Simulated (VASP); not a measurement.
# Ta4N in VASP: relaxation of the atoms with PBE

Aim: the relaxation of the atoms of Ta4N with PBE.

All numbers are computed with VASP 6.6.1; they aren't measurements. Logs are shortened: lines on timing, memory, paths and dates and some standing lists are left out, and cuts for length are marked.

### 1 The cell of the first run

The cell holds a slab with vacuum, 5 atoms: a = 3.319 Å, b = 3.319 Å, c = 20.300 Å, α = 90.00°, β = 90.00°, γ = 90.00°.

### 2 Relaxation of the atoms, PBE

Input file INCAR:

```
PREC     = Accurate       # precision mode
ENCUT    = 520            # plane-wave cutoff, eV
EDIFF    = 1E-7           # SCF threshold, eV
ISMEAR   = 0              # smearing method
SIGMA    = 0.1            # smearing width, eV
LREAL    = F              # projectors in reciprocal space
LASPH    = T              # aspherical terms in the spheres
NELM     = 80             # most SCF steps
ALGO     = Fast           # electronic algorithm
ISIF     = 2              # what is computed and relaxed
LWAVE    = F              # write WAVECAR
LCHARG   = F              # write CHGCAR
LDIPOL   = T            
IDIPOL   = 3            
DIPOL    = 0.5 0.5 0.351
GGA      = PE             # functional
IBRION   = 2              # ionic algorithm
NSW      = 36             # ionic steps
EDIFFG   = -0.025         # ionic threshold
```

Input file KPOINTS:

```
Automatic mesh
0
Gamma
  8 8 1
```

Input file POSCAR:

```
Ta4N
1.0
    3.3189671338      0.0000000000      0.0000000000
    0.0000000000      3.3189671338      0.0000000000
    0.0000000000      0.0000000000     20.2996559829
Ta N
4 1
Selective dynamics
Direct
    0.5000000000      0.5000000000      0.1970476743  F F F
    0.0000000000      0.0000000000      0.2787970186  F F F
    0.5000000000      0.5000000000      0.3599139064  F F F
    0.0000000000      0.0000000000      0.4334879365  F F F
    0.2500000000      0.5000000000      0.4847203318  F F T
```

Potentials or basis: VASP PAW PBE potentials, release 64 (Ta_pv, N).

The run is started by

```bash
cat potpaw_PBE.64/Ta_pv/POTCAR potpaw_PBE.64/N/POTCAR > POTCAR
mpirun -np 1 vasp_std > vasp.out
```

OUTCAR:

```text
PREC = Accurate
   ENCUT = 520
   EDIFF = 1E-7
   ISMEAR = 0
   LREAL = F
   LASPH = T
   NELM = 80
   ISIF = 2
   GGA = PE
   IBRION = 2
   NSW = 36
   EDIFFG = -0.025

 ion  position               nearest neighbor table
   1  0.500  0.500  0.197-   2 2.87   2 2.87   2 2.87   2 2.87   3 3.31
   2  0.000  0.000  0.279-   3 2.87   3 2.87   3 2.87   3 2.87   1 2.87   1 2.87   1 2.87   1 2.87
                             4 3.14
   3  0.500  0.500  0.360-   5 2.67   4 2.78   4 2.78   4 2.78   4 2.78   2 2.87   2 2.87   2 2.87
                             2 2.87   1 3.31
   4  0.000  0.000  0.433-   5 2.13   5 2.13   3 2.78   3 2.78   3 2.78   3 2.78   2 3.14
   5  0.250  0.500  0.485-   4 2.13   4 2.13   3 2.67

  LATTYP: Found a simple tetragonal cell.
 ALAT       =     3.3189671338
 C/A-ratio  =     6.1162570054

  Lattice vectors:

 A1 = (   3.3189671338,   0.0000000000,   0.0000000000)
 A2 = (   0.0000000000,   3.3189671338,   0.0000000000)
 A3 = (   0.0000000000,   0.0000000000,  20.2996559829)

Analysis of symmetry for initial positions (statically):
=====================================================================
 Subroutine PRICEL returns:
 Original cell was already a primitive cell.

 Routine SETGRP: Setting up the symmetry group for a
 simple tetragonal supercell.

 Subroutine GETGRP returns: Found  2 space group operations
 (whereof  2 operations were pure point group operations)
 out of a pool of 16 trial point group operations.

The static configuration has the point symmetry C_1h.

Analysis of symmetry for dynamics (positions and initial velocities):
=====================================================================
 Subroutine PRICEL returns:
 Original cell was already a primitive cell.

 Routine SETGRP: Setting up the symmetry group for a
 simple tetragonal supercell.

 Subroutine GETGRP returns: Found  2 space group operations
 (whereof  2 operations were pure point group operations)
 out of a pool of 16 trial point group operations.

The dynamic configuration has the point symmetry C_1h.

Analysis of constrained symmetry for selective dynamics:
=====================================================================
 Subroutine PRICEL returns:
 Original cell was already a primitive cell.

 Routine SETGRP: Setting up the symmetry group for a
 simple tetragonal supercell.

 Subroutine GETGRP returns: Found  2 space group operations
 (whereof  2 operations were pure point group operations)
 out of a pool of 16 trial point group operations.

The constrained configuration has the point symmetry C_1h.

 Subroutine INISYM returns: Found  2 space group operations
[... 123 lines left out ...]
  volume/ion in A,a.u.               =      44.72       301.80
  Fermi-wavevector in a.u.,A,eV,Ry     =   0.986981  1.865123 13.253856  0.974131
  Thomas-Fermi vector in A             =   2.118401
   LORBIT       =      0    0 simple, 1 ext, 2 COOP (PROOUT), +10 PAW based schemes
   GGA     = PE    functional components
   LHFCALC =     F    Hartree Fock is set to
   AEXX    =    0.0000 exact exchange contribution
   IVDW    =     0    specifies the selected vdW correction
   LEPSILON=     F    determine dielectric tensor
   LRPA    =     F    only Hartree local field effects (RPA)
 conjugate gradient relaxation of ions
 non-spin polarized calculation
 RMM-DIIS sequential band-by-band and
 Gauss-broadening in eV      SIGMA  =   0.10
  energy-cutoff  :      520.00
  volume of cell :      223.61
 maximum number of plane-waves:      6059
 NGX is ok and might be reduce to    28
   NGX = 13   NGY = 13   NGZ = 75

 dipolmoment           0.000000      0.000000     -0.404477 electrons x Angstroem

--------------------------------------- Ionic step        1  -------------------------------------------

 number of electron      48.9999996 magnetization

 Free energy of the ion-electron system (eV)
  ---------------------------------------------------
  ext. energy  EPLUGINS =         0.00000000
  ---------------------------------------------------
  free energy    TOTEN  =       -52.93415022 eV

  energy without entropy =      -52.92069980  energy(sigma->0) =      -52.92742501

------------------------ aborting loop because EDIFF is reached ----------------------------------------

  FORCE on cell =-STRESS in cart. coord.  units (eV):
  Direction    XX          YY          ZZ          XY          YZ          ZX
  --------------------------------------------------------------------------------------
  -------------------------------------------------------------------------------------
  Total       -3.1426899     -6.1176523     -4.0262260      0.0000000      0.0000000      0.1366756
  in kB      -22.5173628    -43.8329590    -28.8478963      0.0000000      0.0000000      0.9792800
  external PRESSURE =     -31.7327394 kB  Pullay stress =       0.0000000 kB
[... 104 lines left out ...]
--------------------------------------- Ionic step        4  -------------------------------------------

 number of electron      48.9999994 magnetization

 dipolmoment           0.000000      0.000000      0.035640 electrons x Angstroem

 Free energy of the ion-electron system (eV)
  ---------------------------------------------------
  ext. energy  EPLUGINS =         0.00000000
  ---------------------------------------------------
  free energy    TOTEN  =       -53.62071711 eV

  energy without entropy =      -53.60696901  energy(sigma->0) =      -53.61384306

 E-fermi :  -0.5691     XC(G=0):  -5.3995

 val. band max:       -0.6260822142   @ k =  -0.1250   0.5000   0.0000
 cond. band min:      -0.5399724446   @ k =   0.5000   0.2500   0.0000
 fundamental gap:      0.0861097697
 Fermi energy:        -0.5690548530

 k-point     1 :       0.0000    0.0000    0.0000
  band No.  band energies     occupation
      1     -35.5028      2.00000
      2     -35.3365      2.00000
      3     -35.3189      2.00000
      4     -35.2955      2.00000
      5     -35.2645      2.00000
      6     -35.1532      2.00000
[... 757 lines left out ...]
     28       1.3219      0.00000
     29       1.7522      0.00000

 [... further k-points ...]

------------------------ aborting loop because EDIFF is reached ----------------------------------------

 vacuum level on the upper side and lower side of the slab       (xc-potential included)         0.151        -0.470

  FORCE on cell =-STRESS in cart. coord.  units (eV):
  Direction    XX          YY          ZZ          XY          YZ          ZX
  --------------------------------------------------------------------------------------
  -------------------------------------------------------------------------------------
  Total       -0.9876856     -0.9473678      0.3951441      0.0000000      0.0000000      1.2564889
  in kB       -7.0767638     -6.7878875      2.8312065      0.0000000      0.0000000      9.0027388
  external PRESSURE =      -3.6778149 kB  Pullay stress =       0.0000000 kB
[... 20 lines left out ...]
  FREE ENERGIE OF THE ION-ELECTRON SYSTEM (eV)
  ---------------------------------------------------
  free  energy   TOTEN  =       -53.6207171079 eV

  energy  without entropy=      -53.6069690140  energy(sigma->0) =      -53.61384306

 reached required accuracy - stopping structural energy minimisation

 vacuum level on the upper side and lower side of the slab         3.905         3.264
```

OSZICAR:

```text
N       E                     dE             d eps       ncg     rms          rms(c)
DAV:   1     0.379823327013E+03    0.37982E+03   -0.26970E+04  1882   0.145E+03
DAV:   2    -0.344546883384E+02   -0.41428E+03   -0.40703E+03  1766   0.371E+02
DAV:   3    -0.585458295935E+02   -0.24091E+02   -0.23183E+02  1835   0.763E+01
[... 94 lines left out ...]
RMM:  12    -0.536207164305E+02   -0.46560E-06   -0.10705E-07   664   0.846E-04    0.203E-04
RMM:  13    -0.536207167930E+02   -0.36242E-06   -0.75775E-08   554   0.667E-04    0.158E-04
RMM:  14    -0.536207169645E+02   -0.17153E-06   -0.46069E-08   503   0.598E-04    0.858E-05
RMM:  15    -0.536207170879E+02   -0.12336E-06   -0.23561E-08   383   0.491E-04    0.914E-05
RMM:  16    -0.536207171079E+02   -0.20031E-07   -0.11481E-08   320   0.436E-04
   4 F= -.53620717E+02 E0= -.53613843E+02  d E =-.686567E+00
```

It took 23 min on 1 thread of Oxide Virtual Turin-like, shared host; peak memory 0.41 GiB.

What came out:

* Free energy: -53.6207 eV
* Energy gained by relaxing: 137.3 meV/atom
* Ionic steps: 4
* Band gap on the k mesh: zero (an odd number of electrons rules out a gap without spin polarisation)

Step by step:
```
step  energy change (eV)  largest force on free atoms (eV/Å)  pressure (GPa)
   1              0.0000                              3.5799           -3.17
   2             -0.4922                              2.0482           -2.03
   3             -0.6864                              0.0661           -0.44
   4             -0.6866                              0.0163           -0.37
```

Final structure:
```
CELL_PARAMETERS angstrom
3.31897 0.00000 0.00000
0.00000 3.31897 0.00000
0.00000 0.00000 20.29966
ATOMIC_POSITIONS crystal
Ta 0.50000 0.50000 0.19705
Ta 0.00000 0.00000 0.27880
Ta 0.50000 0.50000 0.35991
Ta 0.00000 0.00000 0.43349
N 0.25000 0.50000 0.46703
```

Caveat: spin-orbit coupling is left out, which moves the levels of the heavy elements.

The gap in the log of VASP goes by the Fermi energy; the results here count the filled bands.